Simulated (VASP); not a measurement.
# InReS4 (P-6m2) in VASP: notebook, part 2 of 2

VASP 6.6.1. The steps go on from the part before.

### Step 4. Single point, PBE, collinear spin

This run uses another cell than the first one, of 22.42 Å³/atom.

Contents of INCAR:

```
SYSTEM = InReS4
PREC = Accurate ; ENCUT = 520
EDIFF = 1E-6 ; ISMEAR = 0
SIGMA = 0.1 ; LREAL = .False.
LASPH = .True. ; NELM = 150
ALGO = Normal ; ISIF = 2
LWAVE = .False. ; LCHARG = .False.
ISPIN = 2 ; MAGMOM = 0 4.61 0 0 0 0
LORBIT = 11 ; LMAXMIX = 4
GGA = PE ; NBANDS = 35
```

Contents of KPOINTS:

```
Automatic mesh
0
Gamma
  3 3 6
  0 0 0
```

Contents of POSCAR:

```
InReS4
1.0
    6.8409626095      0.0000000000      0.0000000000
   -3.4204813048      5.9244474062      0.0000000000
    0.0000000000      0.0000000000      3.3197774686
In Re S
1 1 4
Direct
    0.0000000000      0.0000000000      0.0000000000
    0.6666666667      0.3333333333      0.0000000000
    0.3333333333      0.6666666667      0.0000000000
    0.6546432247      0.8273216123      0.5000000000
    0.1726783877      0.8273216123      0.5000000000
    0.1726783877      0.3453567753      0.5000000000
```

Potentials or basis: VASP PAW PBE potentials, release 64 (In_d, Re, S).

Command:

```bash
$ cat potpaw_PBE.64/In_d/POTCAR potpaw_PBE.64/Re/POTCAR potpaw_PBE.64/S/POTCAR > POTCAR
$ mpirun -np 1 vasp_std > vasp.out
```

OUTCAR:

```text
SYSTEM = InReS4
   PREC = Accurate
   ENCUT = 520
   EDIFF = 1E-6
   ISMEAR = 0
   LREAL = .False.
   LASPH = .True.
   NELM = 150
   ISIF = 2
   ISPIN = 2
   LORBIT = 11
   GGA = PE

 ion  position               nearest neighbor table
   1  0.000  0.000  0.000-   4 2.63   4 2.63   6 2.63   6 2.63   5 2.63   5 2.63
   2  0.667  0.333  0.000-
   3  0.333  0.667  0.000-   5 2.53   5 2.53   4 2.53   4 2.53   6 2.53   6 2.53
   4  0.655  0.827  0.500-   3 2.53   3 2.53   1 2.63   1 2.63
   5  0.173  0.827  0.500-   3 2.53   3 2.53   1 2.63   1 2.63
   6  0.173  0.345  0.500-   3 2.53   3 2.53   1 2.63   1 2.63

  LATTYP: Found a hexagonal cell.
 ALAT       =     6.8409626095
 C/A-ratio  =     0.4852792886

  Lattice vectors:

 A1 = (   6.8409626095,   0.0000000000,   0.0000000000)
 A2 = (  -3.4204813048,   5.9244474062,   0.0000000000)
 A3 = (   0.0000000000,   0.0000000000,   3.3197774686)

Analysis of symmetry for initial positions (statically):
=====================================================================
 Subroutine PRICEL returns:
 Original cell was already a primitive cell.

 Routine SETGRP: Setting up the symmetry group for a
 hexagonal supercell.

 Subroutine GETGRP returns: Found 12 space group operations
 (whereof 12 operations were pure point group operations)
 out of a pool of 24 trial point group operations.

The static configuration has the point symmetry D_3h.

Analysis of symmetry for dynamics (positions and initial velocities):
=====================================================================
 Subroutine PRICEL returns:
 Original cell was already a primitive cell.

 Routine SETGRP: Setting up the symmetry group for a
 hexagonal supercell.

 Subroutine GETGRP returns: Found 12 space group operations
 (whereof 12 operations were pure point group operations)
 out of a pool of 24 trial point group operations.

The dynamic configuration has the point symmetry D_3h.

Analysis of structural, dynamic, and magnetic symmetry:
=====================================================================
 Subroutine PRICEL returns:
 Original cell was already a primitive cell.

 Routine SETGRP: Setting up the symmetry group for a
 hexagonal supercell.

 Subroutine GETGRP returns: Found 12 space group operations
 (whereof 12 operations were pure point group operations)
 out of a pool of 24 trial point group operations.

The overall configuration has the point symmetry D_3h.

 Subroutine INISYM returns: Found 12 space group operations
 (whereof 12 operations are pure point group operations),
 and found     1 'primitive' translations

----------------------------------------------------------------------------------------

                                     Primitive cell

  volume of cell :     134.5470

  direct lattice vectors                    reciprocal lattice vectors
     6.840962610  0.000000000  0.000000000     0.146178258  0.084396057  0.000000000
    -3.420481305  5.924447406  0.000000000     0.000000000  0.168792114  0.000000000
     0.000000000  0.000000000  3.319777469     0.000000000  0.000000000  0.301225010

[... 80 lines left out ...]
   EDIFFG = 0.1E-04   stopping-criterion for IOM
   NSW    =      0    number of steps for IOM
   IBRION =     -1    ionic relax: 0-MD 1-quasi-New 2-CG
   NFREE  =      0    steps in history (QN), initial steepest desc. (CG)
   ISIF   =      2    stress and relaxation
   ISYM   =      2    0-nonsym 1-usesym 2-fastsym
   POTIM  = 0.5000    time-step for ionic-motion
   TEBEG  =    0.0;   TEEND  =   0.0 temperature during run
   PSTRESS=    0.0 pullay stress
   NELECT =      44.0000    total number of electrons
   NUPDOWN=      -1.0000    fix difference up-down
   EMIN   =  10.00;   EMAX   =-10.00  energy-range for DOS
   EFERMI =   0.00;   METHOD = LEGACY
   ISMEAR =     0;   SIGMA  =   0.10  broadening in eV -4-tet -1-fermi 0-gaus
   EFERMI_NEDOS =   21; number of points for ismear=-14 and -15
   IALGO  =     38    algorithm
   IMIX   =      4    mixing-type and parameters
     AMIX     =   0.40;   BMIX     =  1.00
     AMIX_MAG =   1.60;   BMIX_MAG =  1.00
  volume/ion in A,a.u.               =      22.42       151.33
  Fermi-wavevector in a.u.,A,eV,Ry     =   1.127893  2.131408 17.308536  1.272142
  Thomas-Fermi vector in A             =   2.264580
   LORBIT       =     11    0 simple, 1 ext, 2 COOP (PROOUT), +10 PAW based schemes
   GGA     = PE    functional components
   LHFCALC =     F    Hartree Fock is set to
   AEXX    =    0.0000 exact exchange contribution
   IVDW    =     0    specifies the selected vdW correction
   LEPSILON=     F    determine dielectric tensor
   LRPA    =     F    only Hartree local field effects (RPA)
 spin polarized calculation
 Gauss-broadening in eV      SIGMA  =   0.10
  energy-cutoff  :      520.00
  volume of cell :      134.55
 maximum number of plane-waves:      3639
 NGX is ok and might be reduce to    54
   NGX = 25   NGY = 25   NGZ = 13

 number of electron      43.9999995 magnetization       5.3307446

 Free energy of the ion-electron system (eV)
  ---------------------------------------------------
  ext. energy  EPLUGINS =         0.00000000
  ---------------------------------------------------
  free energy    TOTEN  =       -23.63344364 eV

  energy without entropy =      -23.61759469  energy(sigma->0) =      -23.62551916

 E-fermi :   4.7266     XC(G=0):  -9.8155

 val. band max:        4.6960286102   @ k =   0.3333   0.0000   0.0000
 cond. band min:       4.7378308087   @ k =   0.0000   0.0000   0.5000
 fundamental gap:      0.0418021985
 Fermi energy:         4.7266384365

 spin component 1

 k-point     1 :       0.0000    0.0000    0.0000
  band No.  band energies     occupation
      1     -11.0466      1.00000
      2      -9.7985      1.00000
      3      -9.7133      1.00000
      4      -9.7133      1.00000
      5      -9.5521      1.00000
      6      -9.5521      1.00000
[... 433 lines left out ...]
     33      10.5143      0.00000
     34      11.5248      0.00000
 Fermi energy:         4.7266384365

 spin component 2

 k-point     1 :       0.0000    0.0000    0.0000
  band No.  band energies     occupation
      1     -10.9938      1.00000
      2      -9.7910      1.00000
      3      -9.7025      1.00000
      4      -9.7025      1.00000
      5      -9.5469      1.00000
      6      -9.5469      1.00000
[... 433 lines left out ...]
     33      11.2907      0.00000
     34      12.6049      0.00000
 [bands above 34 left out]

------------------------ aborting loop because EDIFF is reached ----------------------------------------

  FORCE on cell =-STRESS in cart. coord.  units (eV):
  Direction    XX          YY          ZZ          XY          YZ          ZX
  --------------------------------------------------------------------------------------
  -------------------------------------------------------------------------------------
  Total        0.0403876      0.0403876      0.0914597     -0.0000000     -0.0000000      0.0000000
  in kB        0.4809326      0.4809326      1.0890961     -0.0000000     -0.0000000      0.0000000
  external PRESSURE =       0.6836538 kB  Pullay stress =       0.0000000 kB

 VOLUME and BASIS-vectors are now :
 -----------------------------------------------------------------------------
  energy-cutoff  :      520.00
  volume of cell :      134.55
      direct lattice vectors                 reciprocal lattice vectors
     6.840962610  0.000000000  0.000000000     0.146178258  0.084396057  0.000000000
    -3.420481305  5.924447406  0.000000000     0.000000000  0.168792114  0.000000000
     0.000000000  0.000000000  3.319777469     0.000000000  0.000000000  0.301225010

 POSITION                                       TOTAL-FORCE (eV/Angst)
 -----------------------------------------------------------------------------------
      0.00000      0.00000      0.00000         0.000000      0.000000     -0.000000
      3.42048      1.97482      0.00000         0.000000      0.000000     -0.000000
     -0.00000      3.94963      0.00000         0.000000      0.000000     -0.000000
      1.64855      4.90142      1.65989         0.021341      0.012321     -0.000000
     -1.64855      4.90142      1.65989        -0.021341      0.012321     -0.000000
      0.00000      2.04605      1.65989         0.000000     -0.024642      0.000000
 -----------------------------------------------------------------------------------
    total drift:                               -0.000001      0.000000     -0.000000

  FREE ENERGIE OF THE ION-ELECTRON SYSTEM (eV)
  ---------------------------------------------------
  free  energy   TOTEN  =       -23.6334436357 eV

  energy  without entropy=      -23.6175946858  energy(sigma->0) =      -23.62551916

 total charge

# of ion       s       p       d       tot
------------------------------------------
    1        0.830   0.620   9.926  11.376
    2        0.521   0.078   4.481   5.080
    3        1.453   1.989   0.000   3.442
    4        1.382   2.241   0.000   3.623
    5        1.382   2.241   0.000   3.623
    6        1.382   2.241   0.000   3.623
--------------------------------------------------
tot          6.951   9.410  14.406  30.767

 magnetization (x)

# of ion       s       p       d       tot
------------------------------------------
    1        0.005   0.003   0.003   0.012
    2        0.272   0.032   3.909   4.214
    3        0.001   0.018   0.000   0.019
    4        0.005   0.063   0.000   0.067
    5        0.005   0.063   0.000   0.067
    6        0.005   0.063   0.000   0.067
--------------------------------------------------
tot          0.293   0.242   3.912   4.447
```

Run time: 2.2 min. Hardware: 1 thread of Intel Xeon 6975P-C (Granite Rapids), shared host; peak memory 0.37 GiB.

What came out:

- Free energy: -23.6334 eV
- Pressure: 0.1 GPa
- Largest force: 0.025 eV/Å
- Net moment: 5.33 μB per cell
- Site moments: In +0.01; Re +4.21; S +0.02, +0.07 (each value once) μB
- Valence electrons inside the program's atomic spheres: In 11.38; Re 5.08; S 3.44, 3.62 (each value once)

Forces on the atoms (eV/Å):
```
In   0.000  0.000  0.000
Re   0.000  0.000  0.000
S    0.000  0.000  0.000
S    0.021  0.012  0.000
S   -0.021  0.012  0.000
S    0.000 -0.025  0.000
```

Caveat: spin-orbit coupling is left out, which moves the levels of the heavy elements.

### Step 5. Relaxation of cell and atoms, PBE, collinear spin

This run uses another cell than the first one, of 23.27 Å³/atom.

Contents of INCAR:

```
SYSTEM = InReS4
PREC     = Accurate       ! precision mode
ENCUT    = 600            ! plane-wave cutoff, eV
EDIFF    = 1E-7           ! SCF threshold, eV
ISMEAR   = 0              ! smearing method
SIGMA    = 0.1            ! smearing width, eV
LREAL    = .FALSE.        ! projectors in reciprocal space
LASPH    = .TRUE.         ! aspherical terms in the spheres
NELM     = 150            ! most SCF steps
ALGO     = Normal         ! electronic algorithm
ISIF     = 3              ! what is computed and relaxed
LWAVE    = .FALSE.        ! write WAVECAR
LCHARG   = .FALSE.        ! write CHGCAR
ISPIN    = 2              ! spin polarisation
MAGMOM   = 0 1 0 0 0 0    ! initial moments
LORBIT   = 11             ! projections on sites
LMAXMIX  = 4              ! l up to which the mixer works
GGA      = PE             ! functional
IBRION   = 2              ! ionic algorithm
NSW      = 90             ! ionic steps
EDIFFG   = -0.04          ! ionic threshold
```

Contents of KPOINTS:

```
Automatic mesh
0
G
  3 3 4
  0 0 0
```

Contents of POSCAR:

```
InReS4
1.0
    5.9695916600      0.0000000000      0.0000000000
   -2.9847958300      5.1698180300      0.0000000000
    0.0000000000      0.0000000000      4.5237088500
In Re S
1 1 4
Direct
    0.0000000000      0.0000000000      0.0000000000
    0.6666666700      0.3333333300      0.0000000000
    0.3333333300      0.6666666700      0.0000000000
    0.6641746600      0.8320873300      0.5000000000
    0.1679126700      0.8320873300      0.5000000000
    0.1679126700      0.3358253400      0.5000000000
```

Command:

```bash
$ cat potpaw_PBE.64/In_d/POTCAR potpaw_PBE.64/Re/POTCAR potpaw_PBE.64/S/POTCAR > POTCAR
$ mpirun -np 1 vasp_std > vasp.out
```

Run time: 19 min. Hardware: 1 thread of Intel Xeon 6975P-C (Granite Rapids), shared host; peak memory 0.43 GiB.

It converged, with:

```
Free energy                                           : -23.6093 eV
Relaxed volume                                        : 22.31 Å³/atom
Relaxed cell                                          : a = 6.830 Å, b = 6.830 Å, c = 3.314 Å, α = 90.00°, β = 90.00°, γ = 120.00°
Space group after relaxing (to 0.1 Å)                 : P-6m2 (No. 187)
Energy gained by relaxing                             : 272.9 meV/atom
Ionic steps                                           : 24
Pressure after relaxing                               : 0.0 GPa
Largest force after relaxing                          : 0.019 eV/Å
Net moment                                            : 4.93 μB per cell
Site moments                                          : In -0.02; Re +4.13; S -0.06, +0.05 (each value once) μB
Valence electrons inside the program's atomic spheres : In 11.38; Re 5.07; S 3.44, 3.62 (each value once)
```

Forces on the atoms (eV/Å):
```
In   0.000  0.000  0.000
Re   0.000  0.000  0.000
S    0.000  0.000  0.000
S   -0.016 -0.009  0.000
S    0.016 -0.009  0.000
S    0.000  0.019  0.000
```

Stress tensor (GPa, compression positive):
```
-0.02  0.00  0.00
 0.00 -0.02  0.00
 0.00  0.00  0.10
```

The path:
| step | energy change (eV) | largest force (eV/Å) | pressure (GPa) | volume (Å³) |
| --- | --- | --- | --- | --- |
| 1 | 0.0000 | 0.2594 | -5.34 | 139.61 |
| 2 | -0.3289 | 0.3852 | -0.61 | 124.51 |
| 3 | -0.3339 | 0.3993 | 0.19 | 122.70 |
| 4 | -0.3543 | 0.2048 | 0.23 | 122.58 |
| 5 | -0.3631 | 0.0391 | 0.32 | 122.44 |
| 6 | -0.3732 | 0.0712 | 0.10 | 123.29 |
| 7 | -0.4037 | 0.1855 | -0.39 | 125.80 |
| 8 | -0.4886 | 0.4177 | -0.98 | 130.54 |
| 9 | -0.7959 | 1.0930 | -2.38 | 138.77 |
| 10 | -0.8257 | 1.7813 | 0.41 | 149.08 |
| 11 | -0.8472 | 1.5651 | -0.13 | 148.43 |
| 12 | -1.0873 | 1.5487 | -2.62 | 144.49 |
| 13 | -1.0713 | 1.5544 | -2.66 | 143.89 |
| 14 | -1.1629 | 1.4880 | -2.47 | 142.65 |
| 15 | -1.3893 | 1.1777 | -1.47 | 138.97 |
| 16 | -1.5294 | 0.4567 | 1.88 | 131.69 |
| 17 | -1.5378 | 0.5781 | 1.18 | 132.98 |
| 18 | -1.5740 | 0.4350 | 0.74 | 133.69 |
| 19 | -1.6262 | 0.0831 | -0.46 | 135.82 |
| 20 | -1.6280 | 0.0206 | -0.68 | 136.25 |
| 21 | -1.6341 | 0.0011 | -0.33 | 135.14 |
| 22 | -1.6369 | 0.0301 | 0.11 | 133.82 |
| 23 | -1.6370 | 0.0331 | 0.14 | 133.71 |
| 24 | -1.6376 | 0.0189 | 0.02 | 133.86 |

Final structure:
```cif
data_structure
_symmetry_space_group_name_H-M 'P 1'
_symmetry_Int_Tables_number 1
_cell_length_a 6.8297
_cell_length_b 6.8297
_cell_length_c 3.3136
_cell_angle_alpha 90.000
_cell_angle_beta 90.000
_cell_angle_gamma 120.000
_cell_volume 133.86
loop_
_atom_site_label
_atom_site_type_symbol
_atom_site_fract_x
_atom_site_fract_y
_atom_site_fract_z
_atom_site_occupancy
In1 In 0.00000 0.00000 0.00000 1
Re1 Re 0.66667 0.33333 0.00000 1
S1 S 0.33333 0.66667 0.00000 1
S2 S 0.65458 0.82729 0.50000 1
S3 S 0.17271 0.82729 0.50000 1
S4 S 0.17271 0.34542 0.50000 1
```

Levels at points of the mesh, in eV from the Fermi level:
Spin up:
```tsv
k point	band 23	band 24	band 25	band 26	band 27
(0.00, 0.00, 0.00)	-0.64	-0.64	0.68	0.68	0.78
(0.00, 0.00, 0.50)	-0.53	-0.53	-0.35	0.01	1.90
```
Spin down:
| k point | band 16 | band 17 | band 18 | band 19 | band 20 | band 21 | band 22 | band 23 | band 24 | band 25 |
| --- | --- | --- | --- | --- | --- | --- | --- | --- | --- | --- |
| (0.00, 0.00, 0.00) | -2.02 | -0.88 | -0.59 | -0.59 | 0.34 | 0.34 | 0.56 | 0.78 | 1.42 | 1.42 |
| (0.00, 0.00, 0.50) | -0.98 | -0.98 | -0.91 | -0.91 | -0.25 | 0.02 | 1.11 | 1.11 | 1.42 | 1.60 |

Caveat: the k points lie up to 0.47 Å⁻¹ apart in the final cell; a cell axis changed by over 15 % at a fixed basis, so the end point is rough; spin-orbit coupling is left out, which moves the levels of the heavy elements.

### Step 6. Overview

```csv
task,cell,k mesh,cutoff (eV),gap on the mesh (eV),pressure (GPa),moment (μB),largest force (eV/Å)
single point,"a = 6.809, b = 6.809, c = 3.320 Å, angles 90.0, 90.0, 120.0°, 6 atoms, atomic positions A",3 × 3 × 4,520,none,0.1,4.94,0.01
single point,"a = 5.970, b = 5.970, c = 4.524 Å, angles 90.0, 90.0, 120.0°, 6 atoms, atomic positions B",3 × 3 × 4,520,none,-5.4,5.13,0.26
single point,"a = 6.841, b = 6.841, c = 3.320 Å, angles 90.0, 90.0, 120.0°, 6 atoms, atomic positions C",3 × 3 × 6,520,none,0.1,5.33,0.02
relaxation of cell and atoms,"relaxed from a = 5.970, b = 5.970, c = 4.524 Å, angles 90.0, 90.0, 120.0°, 6 atoms, atomic positions B",3 × 3 × 4,600,none,0.0,4.93,0.02
```

Alike in all rows: level PBE; potentials or basis VASP PAW PBE potentials, release 64 (In_d, Re, S); spin collinear; smearing gaussian 0.1 eV.

Caveats: some runs use coarse meshes; spin-orbit coupling is left out, which moves the levels of the heavy elements; a cell axis changed by over 15 % at a fixed basis, so the end point is rough (at least some runs).

Absolute energies hang on the potentials; compare differences alone.

The gap in the log of VASP goes by the Fermi energy; the results here count the filled bands.